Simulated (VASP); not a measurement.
# Ge (Cmmm) in VASP: notebook

Runs on Ge. Level: r2SCAN+D3(BJ). Tasks: single point.

Everything below comes from runs of VASP 6.6.1. Logs are shortened: lines on timing, memory, paths and dates and some standing lists are left out, and cuts for length are marked.

## 1. The cell of the first run

The structure is orthorhombic, space group Cmmm (No. 65). Conventional cell: a = 2.769 Å, b = 5.154 Å, c = 2.674 Å, α = 90.00°, β = 90.00°, γ = 90.00°. Ge (site symmetry mmm) has 8 Ge at 2.67 to 2.93 Å within 3.5 Å.

## 2. Single point, r2SCAN+D3(BJ)

File POSCAR:

```
Ge
1.0
    1.3846178407     -2.5771917301      0.0000000000
    1.3846178407      2.5771917301      0.0000000000
    0.0000000000      0.0000000000      2.6740303152
Ge
1
Direct
    0.5000000000      0.5000000000      0.0000000000
```

File INCAR.step1:

```
SYSTEM = Ge
ALGO = Normal
EDIFF = 1E-4
ENCUT = 520
GGA = PE
ISMEAR = 1
LASPH = .TRUE.
LCHARG = .FALSE.
LREAL = .FALSE.
LWAVE = .TRUE.
NBANDS = 13
NELM = 80
PREC = Accurate
SIGMA = 0.3
```

File INCAR.step2:

```
SYSTEM = Ge
ALGO = Normal
EDIFF = 1E-7
ENCUT = 520
ISIF = 2
ISMEAR = 1
ISTART = 1
IVDW = 12
LASPH = .TRUE.
LCHARG = .FALSE.
LMIXTAU = .TRUE.
LREAL = .FALSE.
LWAVE = .FALSE.
METAGGA = R2SCAN
NBANDS = 13
NELM = 80
PREC = Accurate
SIGMA = 0.3
VDW_A1 = 0.49484001
VDW_A2 = 5.73083694
VDW_S6 = 1.0
VDW_S8 = 0.78981345
```

File KPOINTS:

```
k-points
0
G
  9 9 9
  0 0 0
```

Potentials or basis: VASP PAW PBE potentials, release 64 (Ge_d).

On the command line:

```bash
$ cat potpaw_PBE.64/Ge_d/POTCAR > POTCAR
$ cp INCAR.step1 INCAR
$ mpirun -np 1 vasp_std > vasp.out
$ cp INCAR.step2 INCAR
$ mpirun -np 1 vasp_std > vasp.out
```

OUTCAR:

```text
SYSTEM = Ge
   EDIFF = 1E-7
   ENCUT = 520
   ISIF = 2
   ISMEAR = 1
   ISTART = 1
   IVDW = 12
   LASPH = .TRUE.
   LREAL = .FALSE.
   METAGGA = R2SCAN
   NELM = 80
   PREC = Accurate
 IVDW          = 12

 ion  position               nearest neighbor table
   1  0.500  0.500  0.000-

  LATTYP: Found a base centered orthorhombic cell.
 ALAT       =     2.7692356814
 B/A-ratio  =     1.8613018368
 C/A-ratio  =     0.9656203454

  Lattice vectors:

 A1 = (   1.3846178407,  -2.5771917301,   0.0000000000)
 A2 = (   1.3846178407,   2.5771917301,   0.0000000000)
 A3 = (   0.0000000000,   0.0000000000,   2.6740303152)

Analysis of symmetry for initial positions (statically):
=====================================================================
 Subroutine PRICEL returns:
 Original cell was already a primitive cell.

 Routine SETGRP: Setting up the symmetry group for a
 base centered orthorhombic supercell.

 Subroutine GETGRP returns: Found  8 space group operations
 (whereof  8 operations were pure point group operations)
 out of a pool of  8 trial point group operations.

The static configuration has the point symmetry D_2h.

Analysis of symmetry for dynamics (positions and initial velocities):
=====================================================================
 Subroutine PRICEL returns:
 Original cell was already a primitive cell.

 Routine SETGRP: Setting up the symmetry group for a
 base centered orthorhombic supercell.

 Subroutine GETGRP returns: Found  8 space group operations
 (whereof  8 operations were pure point group operations)
 out of a pool of  8 trial point group operations.

The dynamic configuration has the point symmetry D_2h.

 Subroutine INISYM returns: Found  8 space group operations
 (whereof  8 operations are pure point group operations),
 and found     1 'primitive' translations

----------------------------------------------------------------------------------------

                                     Primitive cell

  volume of cell :      19.0842

  direct lattice vectors                    reciprocal lattice vectors
     1.384617841 -2.577191730  0.000000000     0.361110471 -0.194009625  0.000000000
     1.384617841  2.577191730  0.000000000     0.361110471  0.194009625  0.000000000
     0.000000000  0.000000000  2.674030315     0.000000000  0.000000000  0.373967338

  length of vectors
     2.925591184  2.925591184  2.674030315     0.409927440  0.409927440  0.373967338

  position of ions in fractional coordinates (direct lattice)
     0.500000000  0.500000000  0.000000000

  ion indices of the primitive-cell ions
   primitive index   ion index
                 1           1

----------------------------------------------------------------------------------------

 KPOINTS: k-points

Automatic generation of k-mesh.
 Grid dimensions read from file:
 generate k-points for:    9    9    9

 Generating k-lattice:

  Cartesian coordinates                     Fractional coordinates (reciprocal lattice)
     0.040123386 -0.021556625  0.000000000     0.111111111 -0.000000000  0.000000000
     0.040123386  0.021556625  0.000000000    -0.000000000  0.111111111  0.000000000
     0.000000000  0.000000000  0.041551926     0.000000000  0.000000000  0.111111111

  Length of vectors
     0.045547493  0.045547493  0.041551926

  Shift w.r.t. Gamma in fractional coordinates (k-lattice)
     0.000000000  0.000000000  0.000000000

 Subroutine IBZKPT returns following result:
 ===========================================

 Found    125 irreducible k-points:

 Following reciprocal coordinates:
            Coordinates               Weight
  0.000000  0.000000  0.000000      1.000000
  0.111111  0.000000  0.000000      4.000000
  0.222222  0.000000  0.000000      4.000000
  0.333333  0.000000  0.000000      4.000000
  0.444444  0.000000  0.000000      4.000000
  0.111111  0.111111  0.000000      2.000000
[... 16 lines left out ...]
 -0.333333  0.333333  0.000000      2.000000
  0.444444  0.444444  0.000000      2.000000
 [... further k-points ...]
   k-points           NKPTS =    125   k-points in BZ     NKDIM =    125   number of bands    NBANDS=     13
   number of dos      NEDOS =    301   number of ions     NIONS =      1
   total plane-waves  NPLWV =  11520
   dimension x,y,z NGX =    24 NGY =   24 NGZ =   20
   dimension x,y,z NGXF=    48 NGYF=   48 NGZF=   40
   ions per type =               1
   NGX,Y,Z   is equivalent  to a cutoff of  13.64, 13.64, 12.43 a.u.
   NGXF,Y,Z  is equivalent  to a cutoff of  27.28, 27.28, 24.87 a.u.
 SYSTEM =  Ge
   PREC   = accura    normal or accurate (medium, high low for compatibility)
   ISTART =      1    job   : 0-new  1-cont  2-samecut
   ICHARG =      0    charge: 1-file 2-atom 10-const
   ISPIN  =      1    spin polarized calculation?
   LNONCOLLINEAR =      F non collinear calculations
   LSORBIT =      F    spin-orbit coupling
   LASPH  =      T    aspherical Exc in radial PAW
   ENCUT  =  520.0 eV  38.22 Ry    6.18 a.u.   5.44  5.44  4.97*2*pi/ulx,y,z
   NELM   =     80;   NELMIN=  2; NELMDL=  0     # of ELM steps
   EDIFF  = 0.1E-06   stopping-criterion for ELM
   LREAL  =      F    real-space projection
   EDIFFG = 0.1E-05   stopping-criterion for IOM
   NSW    =      0    number of steps for IOM
   IBRION =     -1    ionic relax: 0-MD 1-quasi-New 2-CG
   NFREE  =      0    steps in history (QN), initial steepest desc. (CG)
   ISIF   =      2    stress and relaxation
   ISYM   =      2    0-nonsym 1-usesym 2-fastsym
   POTIM  = 0.5000    time-step for ionic-motion
   TEBEG  =    0.0;   TEEND  =   0.0 temperature during run
   PSTRESS=    0.0 pullay stress
   NELECT =      14.0000    total number of electrons
   NUPDOWN=      -1.0000    fix difference up-down
   EMIN   =  10.00;   EMAX   =-10.00  energy-range for DOS
   EFERMI =   0.00;   METHOD = LEGACY
   ISMEAR =     1;   SIGMA  =   0.30  broadening in eV -4-tet -1-fermi 0-gaus
   EFERMI_NEDOS =   21; number of points for ismear=-14 and -15
   IALGO  =     38    algorithm
   IMIX   =      4    mixing-type and parameters
     AMIX     =   0.40;   BMIX     =  1.00
     AMIX_MAG =   1.60;   BMIX_MAG =  1.00
  volume/ion in A,a.u.               =      19.08       128.79
  Fermi-wavevector in a.u.,A,eV,Ry     =   1.476476  2.790136 29.660465  2.179983
  Thomas-Fermi vector in A             =   2.590998
   LORBIT       =      0    0 simple, 1 ext, 2 COOP (PROOUT), +10 PAW based schemes
   METAGGA = R2SCAN    functional components
   LHFCALC =     F    Hartree Fock is set to
   AEXX    =    0.0000 exact exchange contribution
   IVDW    =    12    specifies the selected vdW correction
   LEPSILON=     F    determine dielectric tensor
   LRPA    =     F    only Hartree local field effects (RPA)
 non-spin polarized calculation
 Methfessel and Paxton  Order N= 1 SIGMA  =   0.30
  energy-cutoff  :      520.00
  volume of cell :       19.08
 maximum number of plane-waves:       524
 NGX is ok and might be reduce to    24
   NGX = 11   NGY = 11   NGZ =  9

 number of electron      13.9999991 magnetization

 Free energy of the ion-electron system (eV)
  ---------------------------------------------------
  ext. energy  EPLUGINS =         0.00000000
  ---------------------------------------------------
  free energy    TOTEN  =       -13.49572165 eV

  energy without entropy =      -13.49760033  energy(sigma->0) =      -13.49634788

 E-fermi :   6.4841     XC(G=0): -12.2271

 val. band max:        6.4678139583   @ k =   0.3333   0.1111   0.4444
 cond. band min:       6.5333983815   @ k =  -0.3333   0.2222   0.2222
 fundamental gap:      0.0655844232
 Fermi energy:         6.4841430339

 k-point     1 :       0.0000    0.0000    0.0000
  band No.  band energies     occupation
      1     -19.1250      2.00000
      2     -19.0414      2.00000
      3     -18.9837      2.00000
      4     -18.8685      2.00000
      5     -18.8561      2.00000
      6      -7.3377      2.00000
      7      13.5329      0.00000
      8      14.1034      0.00000
      9      15.7333      0.00000
     10      17.0705      0.00000
     11      19.8397      0.00000
     12      22.3867      0.00000
     13      22.8815      0.00000

 k-point     2 :       0.1111    0.0000    0.0000
  band No.  band energies     occupation
      1     -19.1149      2.00000
      2     -19.0279      2.00000
      3     -18.9849      2.00000
      4     -18.8709      2.00000
      5     -18.8626      2.00000
      6      -7.0147      2.00000
      7      12.6119      0.00000
      8      13.6046      0.00000
      9      13.8496      0.00000
     10      17.6904      0.00000
     11      19.2388      0.00000
     12      21.5834      0.00000
     13      24.6161      0.00000

 k-point     3 :       0.2222    0.0000    0.0000
  band No.  band energies     occupation
      1     -19.0949      2.00000
      2     -19.0129      2.00000
      3     -18.9637      2.00000
      4     -18.8843      2.00000
      5     -18.8717      2.00000
      6      -6.0470      2.00000
      7       8.6502     -0.00000
      8      11.9413     -0.00000
      9      14.7694      0.00000
     10      16.4383      0.00000
     11      19.4838      0.00000
     12      24.5375      0.00000
     13      28.0839      0.00000

 k-point     4 :       0.3333    0.0000    0.0000
  band No.  band energies     occupation
      1     -19.0860      2.00000
      2     -19.0085      2.00000
      3     -18.9140      2.00000
      4     -18.9048      2.00000
      5     -18.8768      2.00000
      6      -4.4529      2.00000
      7       4.6996      2.00000
      8      10.7732     -0.00000
      9      15.1338      0.00000
     10      16.1626      0.00000
     11      20.9436      0.00000
     12      27.1910      0.00000
     13      27.7149      0.00000

 k-point     5 :       0.4444    0.0000    0.0000
  band No.  band energies     occupation
      1     -19.0889      2.00000
      2     -19.0004      2.00000
      3     -18.9183      2.00000
      4     -18.8798      2.00000
      5     -18.8786      2.00000
      6      -2.4089      2.00000
      7       1.4278      2.00000
      8      10.1601     -0.00000
      9      14.4796      0.00000
     10      17.5462      0.00000
     11      22.9877      0.00000
     12      24.6464      0.00000
     13      25.5638      0.00000
[... 257 lines left out ...]
 k-point    22 :      -0.4444    0.3333    0.0000
  band No.  band energies     occupation
      1     -19.0987      2.00000
      2     -19.0090      2.00000
      3     -18.9081      2.00000
      4     -18.9055      2.00000
      5     -18.8699      2.00000
      6      -3.7338      2.00000
      7       2.4861      2.00000
      8       9.6550     -0.00000
      9      16.5937      0.00000
     10      19.2737      0.00000
     11      21.9679      0.00000
     12      25.3831      0.00000
     13      26.2149      0.00000

 k-point    23 :      -0.3333    0.3333    0.0000
  band No.  band energies     occupation
      1     -19.1143      2.00000
      2     -19.0177      2.00000
      3     -18.9097      2.00000
      4     -18.9034      2.00000
      5     -18.8629      2.00000
      6      -4.8150      2.00000
      7       3.7967      2.00000
      8      12.6408      0.00000
      9      15.7668      0.00000
     10      16.6277      0.00000
     11      20.8296      0.00000
     12      26.4705      0.00000
     13      27.4014      0.00000

 k-point    24 :       0.4444    0.4444    0.0000
  band No.  band energies     occupation
      1     -19.1000      2.00000
      2     -19.0007      2.00000
      3     -18.9130      2.00000
      4     -18.8970      2.00000
      5     -18.8711      2.00000
      6      -2.5133      2.00000
      7       0.7053      2.00000
      8       9.3592     -0.00000
      9      17.2635      0.00000
     10      19.1398      0.00000
     11      23.7082      0.00000
     12      24.1413      0.00000
     13      24.1802      0.00000

 [... further k-points ...]

------------------------ aborting loop because EDIFF is reached ----------------------------------------

 Edisp (eV)   -0.16391

 E8    (eV) :    -0.0571

  FORCE on cell =-STRESS in cart. coord.  units (eV):
  Direction    XX          YY          ZZ          XY          YZ          ZX
  --------------------------------------------------------------------------------------
  -------------------------------------------------------------------------------------
  Total      -0.06019    -0.26399    -0.65763     0.00000     0.00000     0.00000
  in kB      -5.05312   -22.16282   -55.21031     0.00000     0.00000     0.00000
  external pressure =      -27.48 kB  Pullay stress =        0.00 kB

 VOLUME and BASIS-vectors are now :
 -----------------------------------------------------------------------------
  energy-cutoff  :      520.00
  volume of cell :       19.08
      direct lattice vectors                 reciprocal lattice vectors
     1.384617841 -2.577191730  0.000000000     0.361110471 -0.194009625  0.000000000
     1.384617841  2.577191730  0.000000000     0.361110471  0.194009625  0.000000000
     0.000000000  0.000000000  2.674030315     0.000000000  0.000000000  0.373967338

 POSITION                                       TOTAL-FORCE (eV/Angst)
 -----------------------------------------------------------------------------------
      1.38462      0.00000      0.00000         0.000000      0.000000      0.000000
 -----------------------------------------------------------------------------------
    total drift:                               -0.000000     -0.000000     -0.000000

  FREE ENERGIE OF THE ION-ELECTRON SYSTEM (eV)
  ---------------------------------------------------
  free  energy   TOTEN  =       -13.6596277580 eV

  energy  without entropy=      -13.6615064380  energy(sigma->0) =      -13.66025398
```

It took 81 s on 1 thread of Intel Xeon 8259CL, shared host; peak memory 0.16 GiB.

Results:

```
Free energy                : -13.6596 eV
Pressure                   : -2.7 GPa
Band gap on the k mesh     : zero (bands 7 and 8 overlap by 10.60 eV)
Dispersion energy per atom : -0.164 eV
```

Caveat: so wide a smearing shifts energies and pressures; the PAW data sets were made with another functional, which shifts forces and pressure a little.

## 3. Single point, r2SCAN+D3(BJ)

This run uses another cell than the first one, of 20.65 Å³/atom.

File POSCAR:

```
Ge
1.0
    1.4215582721     -2.6459490231      0.0000000000
    1.4215582721      2.6459490231      0.0000000000
    0.0000000000      0.0000000000      2.7453711796
Ge
1
Direct
    0.5000000000      0.5000000000      0.0000000000
```

File INCAR.step1:

```
SYSTEM = Ge
  PREC = Accurate
  ENCUT = 520
  ISMEAR = 1
  SIGMA = 0.3
  LREAL = .FALSE.
  LASPH = .TRUE.
  NELM = 60
  NBANDS = 13
  GGA = PE
  ALGO = Normal
  EDIFF = 1E-4
  LWAVE = .TRUE.
  LCHARG = .FALSE.
```

File INCAR.step2:

```
SYSTEM = Ge
  PREC = Accurate
  ENCUT = 520
  EDIFF = 1E-6
  ISMEAR = 1
  SIGMA = 0.3
  LREAL = .FALSE.
  LASPH = .TRUE.
  NELM = 60
  ALGO = Normal
  ISIF = 2
  LWAVE = .FALSE.
  LCHARG = .FALSE.
  METAGGA = R2SCAN
  LMIXTAU = .TRUE.
  IVDW = 12
  VDW_S6 = 1.0
  VDW_S8 = 0.78981345
  VDW_A1 = 0.49484001
  VDW_A2 = 5.73083694
  NBANDS = 13
  ISTART = 1
```

File KPOINTS:

```
regular mesh
0
G
  9 9 9
  0 0 0
```

Potentials or basis: VASP PAW PBE potentials, release 64 (Ge_d).

On the command line:

```bash
$ cat potpaw_PBE.64/Ge_d/POTCAR > POTCAR
$ cp INCAR.step1 INCAR
$ mpirun -np 1 vasp_std > vasp.out
$ cp INCAR.step2 INCAR
$ mpirun -np 1 vasp_std > vasp.out
```

Wall time 1.8 min (1 thread of Intel Xeon 8259CL, shared host); peak memory 0.17 GiB.

The run converged. Its results:

```yaml
Free_energy: -13.6088 eV
Pressure: -7.4 GPa
Band_gap_on_the_k_mesh: zero (bands 7 and 8 overlap by 9.84 eV)
Dispersion_energy_per_atom: -0.151 eV
```

Stress tensor (GPa, compression positive):
```
-5.94  0.00  0.00
 0.00 -6.67  0.00
 0.00  0.00 -9.50
```

Levels at points of the mesh, in eV from the Fermi level:
```
           k point  band 4  band 5  band 6  band 7  band 8  band 9  band 10  band 11
(0.00, 0.00, 0.00)  -25.29  -25.27  -13.10    6.67    7.11    8.60    10.33    12.91
```

Caveat: the cell stands under tension; so wide a smearing shifts energies and pressures; the PAW data sets were made with another functional, which shifts forces and pressure a little.

## 4. Single point, r2SCAN+D3(BJ)

This run uses another cell than the first one, of 21.18 Å³/atom.

File POSCAR:

```
Ge
1.0
    1.4334547104     -2.6680918854      0.0000000000
    1.4334547104      2.6680918854      0.0000000000
    0.0000000000      0.0000000000      2.7683460651
Ge
1
Direct
    0.5000000000      0.5000000000      0.0000000000
```

File INCAR.step1:

```
SYSTEM = Ge
PREC = Accurate ; ENCUT = 520
ISMEAR = 1 ; SIGMA = 0.3
LREAL = .False. ; LASPH = .True.
NELM = 100 ; NBANDS = 13
GGA = PE ; ALGO = Normal
EDIFF = 1E-4 ; LWAVE = .True.
LCHARG = .False.
```

File INCAR.step2:

```
SYSTEM = Ge
PREC = Accurate ; ENCUT = 520
EDIFF = 1E-6 ; ISMEAR = 1
SIGMA = 0.3 ; LREAL = .False.
LASPH = .True. ; NELM = 100
ALGO = Normal ; ISIF = 2
LWAVE = .False. ; LCHARG = .False.
METAGGA = R2SCAN ; LMIXTAU = .True.
IVDW = 12 ; VDW_S6 = 1.0
VDW_S8 = 0.78981345 ; VDW_A1 = 0.49484001
VDW_A2 = 5.73083694 ; NBANDS = 13
ISTART = 1
```

File KPOINTS:

```
Automatic mesh
0
Gamma
  9 9 9
  0 0 0
```

On the command line:

```bash
$ cat potpaw_PBE.64/Ge_d/POTCAR > POTCAR
$ cp INCAR.step1 INCAR
$ mpirun -np 1 vasp_std > vasp.out
$ cp INCAR.step2 INCAR
$ mpirun -np 1 vasp_std > vasp.out
```

It took 1.8 min on 1 thread of Intel Xeon 8259CL, shared host; peak memory 0.17 GiB.

It converged, with:

| Item | Value |
| --- | --- |
| Free energy | -13.5834 eV |
| Pressure | -8.3 GPa |
| Band gap on the k mesh | zero (bands 7 and 8 overlap by 9.60 eV) |
| Dispersion energy per atom | -0.148 eV |

Stress tensor (GPa, compression positive):
```
 -7.14   0.00   0.00
  0.00  -7.49   0.00
  0.00   0.00 -10.20
```

Levels at points of the mesh, in eV from the Fermi level:
| k point | band 3 | band 4 | band 5 | band 6 | band 7 | band 8 | band 9 | band 10 | band 11 | band 12 |
| --- | --- | --- | --- | --- | --- | --- | --- | --- | --- | --- |
| (0.00, 0.00, 0.00) | -25.36 | -25.28 | -25.26 | -12.89 | 6.54 | 6.94 | 8.39 | 10.24 | 12.76 | 15.08 |

Caveat: the cell stands under tension; so wide a smearing shifts energies and pressures; the PAW data sets were made with another functional, which shifts forces and pressure a little.

## 5. Overview

| cell | gap on the mesh (eV) | pressure (GPa) |
| --- | --- | --- |
| a = 2.926, b = 2.926, c = 2.674 Å, angles 90.0, 90.0, 123.5°, 1 atom | none | -2.7 |
| a = 3.004, b = 3.004, c = 2.745 Å, angles 90.0, 90.0, 123.5°, 1 atom | none | -7.4 |
| a = 3.029, b = 3.029, c = 2.768 Å, angles 90.0, 90.0, 123.5°, 1 atom | none | -8.3 |

Alike in all rows: task single point; level r2SCAN+D3(BJ); potentials or basis VASP PAW PBE potentials, release 64 (Ge_d); no spin polarisation; k mesh 9 × 9 × 9; cutoff (eV) 520; smearing methfessel-paxton 0.3 eV.

Caveats: so wide a smearing shifts energies and pressures; the PAW data sets were made with another functional, which shifts forces and pressure a little; the cell stands under tension (at least some runs).

Total energies depend on the potentials used, so only differences within one code and one set of settings carry meaning.
